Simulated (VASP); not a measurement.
# Hf (Fm-3m) in VASP: notebook, part 2 of 2

VASP 6.6.1. Earlier steps stand in the parts before.

### Step 3. Single point, PBE0

This run uses another cell than the first one, of 22.71 Å³/atom, 1.038 times its volume.

Input file POSCAR:

```
Hf
1.0
    0.0000000000      2.2475056912      2.2475056912
    2.2475056912      0.0000000000      2.2475056912
    2.2475056912      2.2475056912      0.0000000000
Hf
1
Direct
    0.0000000000      0.0000000000      0.0000000000
```

Input file INCAR.step1:

```
SYSTEM = Hf
  ALGO = Normal
  EDIFF = 1E-5
  ENCUT = 520
  GGA = PE
  ISIF = 2
  ISMEAR = -1
  LASPH = .TRUE.
  LCHARG = .FALSE.
  LREAL = .FALSE.
  LWAVE = .TRUE.
  NBANDS = 11
  NELM = 60
  PREC = Accurate
  SIGMA = 0.05
```

Input file INCAR.step2:

```
SYSTEM = Hf
  AEXX = 0.25
  ALGO = Normal
  EDIFF = 1E-6
  ENCUT = 520
  GGA = PE
  ISIF = 2
  ISMEAR = -1
  ISTART = 1
  LASPH = .TRUE.
  LCHARG = .FALSE.
  LHFCALC = .TRUE.
  LREAL = .FALSE.
  LWAVE = .FALSE.
  NBANDS = 11
  NELM = 60
  PREC = Accurate
  PRECFOCK = Normal
  SIGMA = 0.05
```

Input file KPOINTS:

```
k-points
0
G
  5 5 5
  0 0 0
```

Potentials or basis: VASP PAW PBE potentials, release 64 (Hf_pv).

Run with:

```
> cat potpaw_PBE.64/Hf_pv/POTCAR > POTCAR
> cp INCAR.step1 INCAR
> mpirun -np 1 vasp_std > vasp.out
> cp INCAR.step2 INCAR
> mpirun -np 1 vasp_std > vasp.out
```

OUTCAR:

```text
SYSTEM = Hf
   AEXX = 0.25
   EDIFF = 1E-6
   ENCUT = 520
   GGA = PE
   ISIF = 2
   ISMEAR = -1
   ISTART = 1
   LASPH = .TRUE.
   LHFCALC = .TRUE.
   LREAL = .FALSE.
   NELM = 60
   PREC = Accurate
   PRECFOCK = Normal

 ion  position               nearest neighbor table
   1  0.000  0.000  0.000-

  LATTYP: Found a face centered cubic cell.
 ALAT       =     4.4950113824

  Lattice vectors:

 A1 = (   0.0000000000,   2.2475056912,   2.2475056912)
 A2 = (   2.2475056912,   0.0000000000,   2.2475056912)
 A3 = (   2.2475056912,   2.2475056912,   0.0000000000)

Analysis of symmetry for initial positions (statically):
=====================================================================
 Subroutine PRICEL returns:
 Original cell was already a primitive cell.

 Routine SETGRP: Setting up the symmetry group for a
 face centered cubic supercell.

 Subroutine GETGRP returns: Found 48 space group operations
 (whereof 48 operations were pure point group operations)
 out of a pool of 48 trial point group operations.

The static configuration has the point symmetry O_h .

Analysis of symmetry for dynamics (positions and initial velocities):
=====================================================================
 Subroutine PRICEL returns:
 Original cell was already a primitive cell.

 Routine SETGRP: Setting up the symmetry group for a
 face centered cubic supercell.

 Subroutine GETGRP returns: Found 48 space group operations
 (whereof 48 operations were pure point group operations)
 out of a pool of 48 trial point group operations.

The dynamic configuration has the point symmetry O_h .

 Subroutine INISYM returns: Found 48 space group operations
 (whereof 48 operations are pure point group operations),
 and found     1 'primitive' translations

----------------------------------------------------------------------------------------

                                     Primitive cell

  volume of cell :      22.7056

  direct lattice vectors                    reciprocal lattice vectors
     0.000000000  2.247505691  2.247505691    -0.222468847  0.222468847  0.222468847
     2.247505691  0.000000000  2.247505691     0.222468847 -0.222468847  0.222468847
     2.247505691  2.247505691  0.000000000     0.222468847  0.222468847 -0.222468847

  length of vectors
     3.178453030  3.178453030  3.178453030     0.385327346  0.385327346  0.385327346

  position of ions in fractional coordinates (direct lattice)
     0.000000000  0.000000000  0.000000000

  ion indices of the primitive-cell ions
   primitive index   ion index
                 1           1

----------------------------------------------------------------------------------------

 KPOINTS: k-points

Automatic generation of k-mesh.
 Grid dimensions read from file:
 generate k-points for:    5    5    5

 Generating k-lattice:

  Cartesian coordinates                     Fractional coordinates (reciprocal lattice)
    -0.044493769  0.044493769  0.044493769     0.200000000  0.000000000  0.000000000
     0.044493769 -0.044493769  0.044493769     0.000000000  0.200000000  0.000000000
     0.044493769  0.044493769 -0.044493769     0.000000000  0.000000000  0.200000000
[... 26 lines left out ...]
   total plane-waves  NPLWV =  13824
   dimension x,y,z NGX =    24 NGY =   24 NGZ =   24
   dimension x,y,z NGXF=    48 NGYF=   48 NGZF=   48
   ions per type =               1
   NGX,Y,Z   is equivalent  to a cutoff of  12.55, 12.55, 12.55 a.u.
   NGXF,Y,Z  is equivalent  to a cutoff of  25.11, 25.11, 25.11 a.u.
 SYSTEM =  Hf
   PREC   = accura    normal or accurate (medium, high low for compatibility)
   ISTART =      1    job   : 0-new  1-cont  2-samecut
   ICHARG =      0    charge: 1-file 2-atom 10-const
   ISPIN  =      1    spin polarized calculation?
   LNONCOLLINEAR =      F non collinear calculations
   LSORBIT =      F    spin-orbit coupling
   LASPH  =      T    aspherical Exc in radial PAW
   ENCUT  =  520.0 eV  38.22 Ry    6.18 a.u.   5.91  5.91  5.91*2*pi/ulx,y,z
   NELM   =     60;   NELMIN=  2; NELMDL=  0     # of ELM steps
   EDIFF  = 0.1E-05   stopping-criterion for ELM
   LREAL  =      F    real-space projection
   EDIFFG = 0.1E-04   stopping-criterion for IOM
   NSW    =      0    number of steps for IOM
   IBRION =     -1    ionic relax: 0-MD 1-quasi-New 2-CG
   NFREE  =      0    steps in history (QN), initial steepest desc. (CG)
   ISIF   =      2    stress and relaxation
   ISYM   =      3    0-nonsym 1-usesym 2-fastsym
   POTIM  = 0.5000    time-step for ionic-motion
   TEBEG  =    0.0;   TEEND  =   0.0 temperature during run
   PSTRESS=    0.0 pullay stress
   NELECT =      10.0000    total number of electrons
   NUPDOWN=      -1.0000    fix difference up-down
   EMIN   =  10.00;   EMAX   =-10.00  energy-range for DOS
   EFERMI =   0.00;   METHOD = LEGACY
   ISMEAR =    -1;   SIGMA  =   0.05  broadening in eV -4-tet -1-fermi 0-gaus
   EFERMI_NEDOS =   21; number of points for ismear=-14 and -15
   IALGO  =     38    algorithm
   IMIX   =      1    mixing-type and parameters
     AMIX     =   0.40;   BMIX     =  1.00
     AMIX_MAG =   1.60;   BMIX_MAG =  1.00
  volume/ion in A,a.u.               =      22.71       153.22
  Fermi-wavevector in a.u.,A,eV,Ry     =   1.245558  2.353764 21.108286  1.551415
  Thomas-Fermi vector in A             =   2.379775
   LORBIT       =      0    0 simple, 1 ext, 2 COOP (PROOUT), +10 PAW based schemes
   GGA     = PE    functional components
   LHFCALC =     T    Hartree Fock is set to
   PRECFOCK=normal    Normal, Fast or Accurate (Low or Medium for compatibility)
   ENCUT4O =  -1.0   cutoff for four orbital integrals eV
   NKREDX  =     1    reduce k-point grid by
   NKREDY  =     1    reduce k-point grid by
   NKREDZ  =     1    reduce k-point grid by
   AEXX    =    0.2500 exact exchange contribution
   HFSCREEN=    0.0000 screening length (either q_TF or 0.3 A-1)
   HFSCREENC=   0.0000 screening length for correlation (either q_TF or 0.3 A-1)
   ENCUTFOCK=  -1.0 apply spherical cutoff to Coloumb kernel
   IVDW    =     0    specifies the selected vdW correction
   LEPSILON=     F    determine dielectric tensor
   LRPA    =     F    only Hartree local field effects (RPA)
 non-spin polarized calculation
  energy-cutoff  :      520.00
  volume of cell :       22.71
 maximum number of plane-waves:       620
  NGX = 18; NGY = 18; NGZ = 18

 number of electron       9.9999999 magnetization

 Free energy of the ion-electron system (eV)
  ---------------------------------------------------
  ext. energy  EPLUGINS =         0.00000000
  ---------------------------------------------------
  free energy    TOTEN  =       -12.24260518 eV

  energy without entropy =      -12.23968689  energy(sigma->0) =      -12.24114604

 E-fermi :   4.1354     XC(G=0):  -8.8339

 val. band max:        4.0131920700   @ k =  -0.2000   0.2000   0.0000
 cond. band min:       4.8347280718   @ k =   0.4000   0.0000   0.0000
 fundamental gap:      0.8215360017
 Fermi energy:         4.1354038826

 k-point     1 :       0.0000    0.0000    0.0000
  band No.  band energies     occupation
      1     -28.2013      2.00000
      2     -28.2013      2.00000
      3     -28.2013      2.00000
      4      -4.1123      2.00000
      5       6.9093      0.00000
      6       6.9093      0.00000
      7       6.9093      0.00000
      8       9.9521      0.00000
      9       9.9521      0.00000
     10      16.9245      0.00000
     11      19.3481      0.00000
[... 113 lines left out ...]
 k-point    10 :      -0.4000    0.4000    0.2000
  band No.  band energies     occupation
      1     -28.8562      2.00000
      2     -28.6466      2.00000
      3     -28.4515      2.00000
      4       1.9224      2.00000
      5       3.1347      2.00000
      6       3.8177      1.99653
      7       8.7432      0.00000
      8      11.3315      0.00000
      9      13.2252      0.00000
     10      15.9208      0.00000
     11      17.1041      0.00000

------------------------ aborting loop because EDIFF is reached ----------------------------------------

  FORCE on cell =-STRESS in cart. coord.  units (eV):
  Direction    XX          YY          ZZ          XY          YZ          ZX
  --------------------------------------------------------------------------------------
  -------------------------------------------------------------------------------------
  Total       -0.3024360     -0.3024360     -0.3024360     -0.0000000      0.0000000     -0.0000000
  in kB      -21.3408451    -21.3408451    -21.3408451     -0.0000000      0.0000000     -0.0000000
  external PRESSURE =     -21.3408451 kB  Pullay stress =       0.0000000 kB

 VOLUME and BASIS-vectors are now :
 -----------------------------------------------------------------------------
  energy-cutoff  :      520.00
  volume of cell :       22.71
      direct lattice vectors                 reciprocal lattice vectors
     0.000000000  2.247505691  2.247505691    -0.222468847  0.222468847  0.222468847
     2.247505691  0.000000000  2.247505691     0.222468847 -0.222468847  0.222468847
     2.247505691  2.247505691  0.000000000     0.222468847  0.222468847 -0.222468847

 POSITION                                       TOTAL-FORCE (eV/Angst)
 -----------------------------------------------------------------------------------
      0.00000      0.00000      0.00000         0.000000     -0.000000     -0.000000
 -----------------------------------------------------------------------------------
    total drift:                                0.000000      0.000000      0.000000

  FREE ENERGIE OF THE ION-ELECTRON SYSTEM (eV)
  ---------------------------------------------------
  free  energy   TOTEN  =       -12.2426051813 eV

  energy  without entropy=      -12.2396868901  energy(sigma->0) =      -12.24114604
```

It took 4.3 min on 1 thread of AMD EPYC 7R13, shared host; peak memory 0.12 GiB.

Results:

| Item | Value |
| --- | --- |
| Free energy | -12.2426 eV |
| Pressure | -2.1 GPa |
| Band gap on the k mesh | zero (band 5 reaches 6.91 eV, above the bottom of band 6 at 3.82 eV) |

Caveat: the k points lie up to 0.48 Å⁻¹ apart; the PAW data sets were made with another functional, which shifts forces and pressure a little; spin-orbit coupling is left out, which moves the levels of the heavy elements.
